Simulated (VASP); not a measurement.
# ZnSe (F-43m) in VASP: single point with PBE

Aim: the single point of ZnSe with PBE.

Everything below comes from runs of VASP 6.6.1. Logs are shortened: lines on timing, memory, paths and dates and some standing lists are left out, and cuts for length are marked.

### Step 1. The cell of the first run

The structure is cubic, space group F-43m (No. 216). Conventional cell: a = 5.665 Å, b = 5.665 Å, c = 5.665 Å, α = 90.00°, β = 90.00°, γ = 90.00°. Zn (site symmetry -43m) has 4 Se at 2.45 Å within 3.2 Å. Se (site symmetry -43m) has 4 Zn at 2.45 Å within 3.2 Å.

### Step 2. Single point, PBE, non-collinear spin, zero start, spin-orbit coupling

INCAR reads:

```
SYSTEM = ZnSe
PREC = Accurate
ENCUT = 520
EDIFF = 1E-7
ISMEAR = -1
SIGMA = 0.02
LREAL = .FALSE.
LASPH = .TRUE.
NELM = 150
ALGO = Normal
ISIF = 2
LWAVE = .FALSE.
LCHARG = .FALSE.
MAGMOM = 0 0 0 0 0 0
LORBIT = 11
LSORBIT = .TRUE.
GGA_COMPAT = .FALSE.
LORBMOM = .TRUE.
GGA = PE
NBANDS = 30
```

KPOINTS reads:

```
regular mesh
0
G
  8 8 8
  0 0 0
```

POSCAR reads:

```
ZnSe
1.0
    0.0000000000      2.8324206784      2.8324206784
    2.8324206784      0.0000000000      2.8324206784
    2.8324206784      2.8324206784      0.0000000000
Zn Se
1 1
Direct
    0.0000000000      0.0000000000      0.0000000000
    0.2500000000      0.2500000000      0.2500000000
```

Potentials or basis: VASP PAW PBE potentials, release 64 (Zn, Se).

On the command line:

```console
cat potpaw_PBE.64/Zn/POTCAR potpaw_PBE.64/Se/POTCAR > POTCAR
mpirun -np 1 vasp_ncl > vasp.out
```

OUTCAR:

```text
SYSTEM = ZnSe
   PREC = Accurate
   ENCUT = 520
   EDIFF = 1E-7
   ISMEAR = -1
   LREAL = .FALSE.
   LASPH = .TRUE.
   NELM = 150
   ISIF = 2
   LORBIT = 11
   LSORBIT = .TRUE.
   GGA = PE

 ion  position               nearest neighbor table
   1  0.000  0.000  0.000-   2 2.45   2 2.45   2 2.45   2 2.45
   2  0.250  0.250  0.250-   1 2.45   1 2.45   1 2.45   1 2.45

  LATTYP: Found a face centered cubic cell.
 ALAT       =     5.6648413568

  Lattice vectors:

 A1 = (   0.0000000000,   2.8324206784,   2.8324206784)
 A2 = (   2.8324206784,   0.0000000000,   2.8324206784)
 A3 = (   2.8324206784,   2.8324206784,   0.0000000000)

Analysis of symmetry for initial positions (statically):
=====================================================================
 Subroutine PRICEL returns:
 Original cell was already a primitive cell.

 Routine SETGRP: Setting up the symmetry group for a
 face centered cubic supercell.

 Subroutine GETGRP returns: Found 24 space group operations
 (whereof 24 operations were pure point group operations)
 out of a pool of 48 trial point group operations.

The static configuration has the point symmetry T_d .

Analysis of symmetry for dynamics (positions and initial velocities):
=====================================================================
 Subroutine PRICEL returns:
 Original cell was already a primitive cell.

 Routine SETGRP: Setting up the symmetry group for a
 face centered cubic supercell.

 Subroutine GETGRP returns: Found 24 space group operations
 (whereof 24 operations were pure point group operations)
 out of a pool of 48 trial point group operations.

The dynamic configuration has the point symmetry T_d .

Analysis of structural, dynamic, and magnetic symmetry:
=====================================================================
 Subroutine PRICEL returns:
 Original cell was already a primitive cell.

 Routine SETGRP: Setting up the symmetry group for a
 face centered cubic supercell.

 Subroutine GETGRP returns: Found 24 space group operations
 (whereof 24 operations were pure point group operations)
 out of a pool of 48 trial point group operations.

The overall configuration has the point symmetry T_d .

 Subroutine INISYM returns: Found 24 space group operations
 (whereof 24 operations are pure point group operations),
 and found     1 'primitive' translations

----------------------------------------------------------------------------------------

                                     Primitive cell

  volume of cell :      45.4468

  direct lattice vectors                    reciprocal lattice vectors
     0.000000000  2.832420678  2.832420678    -0.176527450  0.176527450  0.176527450
     2.832420678  0.000000000  2.832420678     0.176527450 -0.176527450  0.176527450
     2.832420678  2.832420678  0.000000000     0.176527450  0.176527450 -0.176527450

  length of vectors
     4.005647738  4.005647738  4.005647738     0.305754513  0.305754513  0.305754513

  position of ions in fractional coordinates (direct lattice)
     0.000000000  0.000000000  0.000000000
     0.250000000  0.250000000  0.250000000

  ion indices of the primitive-cell ions
   primitive index   ion index
                 1           1
                 2           2

----------------------------------------------------------------------------------------

 KPOINTS: regular mesh

Automatic generation of k-mesh.
 Grid dimensions read from file:
 generate k-points for:    8    8    8

 Generating k-lattice:

  Cartesian coordinates                     Fractional coordinates (reciprocal lattice)
    -0.022065931  0.022065931  0.022065931     0.125000000  0.000000000  0.000000000
     0.022065931 -0.022065931  0.022065931     0.000000000  0.125000000  0.000000000
[... 100 lines left out ...]

 number of electron      18.0000011 magnetization       0.0000000      0.0000000     -0.0000000

 Free energy of the ion-electron system (eV)
  ---------------------------------------------------
  ext. energy  EPLUGINS =         0.00000000
  ---------------------------------------------------
  free energy    TOTEN  =        -6.04170847 eV

  energy without entropy =       -6.04170847  energy(sigma->0) =       -6.04170847

 E-fermi :   2.1602     XC(G=0):  -9.3284

 val. band max:        1.7513725423   @ k =   0.0000   0.0000   0.0000
 cond. band min:       2.9222519133   @ k =   0.0000   0.0000   0.0000
 fundamental gap:      1.1708793710
 Fermi energy:         2.1602403337

 k-point     1 :       0.0000    0.0000    0.0000
  band No.  band energies     occupation
      1     -11.6414      1.00000
      2     -11.6414      1.00000
      3      -5.0388      1.00000
      4      -5.0388      1.00000
      5      -5.0388      1.00000
      6      -5.0388      1.00000
[... 781 lines left out ...]
     29      14.9037      0.00000
     30      14.9058      0.00000

 [... further k-points ...]

------------------------ aborting loop because EDIFF is reached ----------------------------------------

  FORCE on cell =-STRESS in cart. coord.  units (eV):
  Direction    XX          YY          ZZ          XY          YZ          ZX
  --------------------------------------------------------------------------------------
  -------------------------------------------------------------------------------------
  Total        0.6961452      0.6961452      0.6961452     -0.0000000      0.0000000     -0.0000000
  in kB       24.5418429     24.5418429     24.5418429     -0.0000000      0.0000000     -0.0000000
  external PRESSURE =      24.5418429 kB  Pullay stress =       0.0000000 kB

 VOLUME and BASIS-vectors are now :
 -----------------------------------------------------------------------------
  energy-cutoff  :      520.00
  volume of cell :       45.45
      direct lattice vectors                 reciprocal lattice vectors
     0.000000000  2.832420678  2.832420678    -0.176527450  0.176527450  0.176527450
     2.832420678  0.000000000  2.832420678     0.176527450 -0.176527450  0.176527450
     2.832420678  2.832420678  0.000000000     0.176527450  0.176527450 -0.176527450

 POSITION                                       TOTAL-FORCE (eV/Angst)
 -----------------------------------------------------------------------------------
      0.00000      0.00000      0.00000         0.000000     -0.000000      0.000000
      1.41621      1.41621      1.41621        -0.000000      0.000000     -0.000000
 -----------------------------------------------------------------------------------
    total drift:                               -0.000000     -0.000000     -0.000000

  FREE ENERGIE OF THE ION-ELECTRON SYSTEM (eV)
  ---------------------------------------------------
  free  energy   TOTEN  =        -6.0417084730 eV

  energy  without entropy=       -6.0417084730  energy(sigma->0) =       -6.04170847

 orbital moment (x)

 # of ion     p       d       tot
 ----------------------------------------
  1         0.000  -0.000  -0.000
  2         0.000  -0.000   0.000
 ----------------------------------------
            0.000  -0.000  -0.000

 orbital moment (y)

 # of ion     p       d       tot
 ----------------------------------------
  1         0.000   0.000   0.000
  2        -0.000   0.000  -0.000
 ----------------------------------------
            0.000   0.000   0.000

 orbital moment (z)

 # of ion     p       d       tot
 ----------------------------------------
  1         0.000   0.000   0.000
  2         0.000   0.000   0.000
 ----------------------------------------
            0.000   0.000   0.000

 Spin-Orbit-Coupling matrix elements

 Ion:    1  E_soc:     -0.0086648
 l=   1
     0.0000000    -0.0004830    -0.0004830
    -0.0004830     0.0000000    -0.0004830
    -0.0004830    -0.0004830     0.0000000
 l=   2
     0.0000000    -0.0001938     0.0000000    -0.0001938    -0.0007673
    -0.0001938     0.0000000    -0.0005755    -0.0001938    -0.0001918
     0.0000000    -0.0005755     0.0000000    -0.0005755     0.0000000
    -0.0001938    -0.0001938    -0.0005755     0.0000000    -0.0001918
    -0.0007673    -0.0001918     0.0000000    -0.0001918     0.0000000
 l=   3
     0.0000000     0.0000000     0.0000000     0.0000000     0.0000000     0.0000000     0.0000000
     0.0000000     0.0000000     0.0000000     0.0000000     0.0000000     0.0000000     0.0000000
     0.0000000     0.0000000     0.0000000     0.0000000     0.0000000     0.0000000     0.0000000
     0.0000000     0.0000000     0.0000000     0.0000000     0.0000000     0.0000000     0.0000000
     0.0000000     0.0000000     0.0000000     0.0000000     0.0000000     0.0000000     0.0000000
     0.0000000     0.0000000     0.0000000     0.0000000     0.0000000     0.0000000     0.0000000
     0.0000000     0.0000000     0.0000000     0.0000000     0.0000000     0.0000000     0.0000000

 Ion:    2  E_soc:     -0.0368283
 l=   1
     0.0000000    -0.0061300    -0.0061300
    -0.0061300     0.0000000    -0.0061300
    -0.0061300    -0.0061300     0.0000000
 l=   2
     0.0000000    -0.0000039     0.0000000    -0.0000039    -0.0000042
    -0.0000039     0.0000000    -0.0000031    -0.0000039    -0.0000010
     0.0000000    -0.0000031     0.0000000    -0.0000031     0.0000000
    -0.0000039    -0.0000039    -0.0000031     0.0000000    -0.0000010
    -0.0000042    -0.0000010     0.0000000    -0.0000010     0.0000000
 l=   3
     0.0000000     0.0000000     0.0000000     0.0000000     0.0000000     0.0000000     0.0000000
     0.0000000     0.0000000     0.0000000     0.0000000     0.0000000     0.0000000     0.0000000
     0.0000000     0.0000000     0.0000000     0.0000000     0.0000000     0.0000000     0.0000000
     0.0000000     0.0000000     0.0000000     0.0000000     0.0000000     0.0000000     0.0000000
     0.0000000     0.0000000     0.0000000     0.0000000     0.0000000     0.0000000     0.0000000
     0.0000000     0.0000000     0.0000000     0.0000000     0.0000000     0.0000000     0.0000000
     0.0000000     0.0000000     0.0000000     0.0000000     0.0000000     0.0000000     0.0000000

 total charge

# of ion       s       p       d       tot
------------------------------------------
    1        0.534   0.448   9.786  10.768
    2        1.436   2.430   0.030   3.896
--------------------------------------------------
tot          1.971   2.878   9.816  14.665

 magnetization (x)

# of ion       s       p       d       tot
------------------------------------------
    1        0.000  -0.000  -0.000   0.000
    2       -0.000   0.000   0.000  -0.000
--------------------------------------------------
tot          0.000  -0.000  -0.000   0.000

 magnetization (y)

# of ion       s       p       d       tot
------------------------------------------
    1       -0.000   0.000  -0.000  -0.000
    2        0.000  -0.000   0.000  -0.000
--------------------------------------------------
tot         -0.000   0.000  -0.000  -0.000

 magnetization (z)

# of ion       s       p       d       tot
------------------------------------------
    1        0.000   0.000   0.000   0.000
    2        0.000   0.000   0.000   0.000
--------------------------------------------------
tot          0.000   0.000   0.000   0.000
```

Wall time 4.1 min (1 thread of Intel Xeon 8259CL, shared host); peak memory 0.32 GiB.

Results:

```
Free energy                                           : -6.0417 eV
Pressure                                              : 2.5 GPa
Net moment                                            : 0.00 μB per cell
Valence electrons inside the program's atomic spheres : Zn 10.77; Se 3.90
```

Moments on the atoms (μB; x, y, z):
```
Zn  0.00 0.00 0.00
Se  0.00 0.00 0.00
```
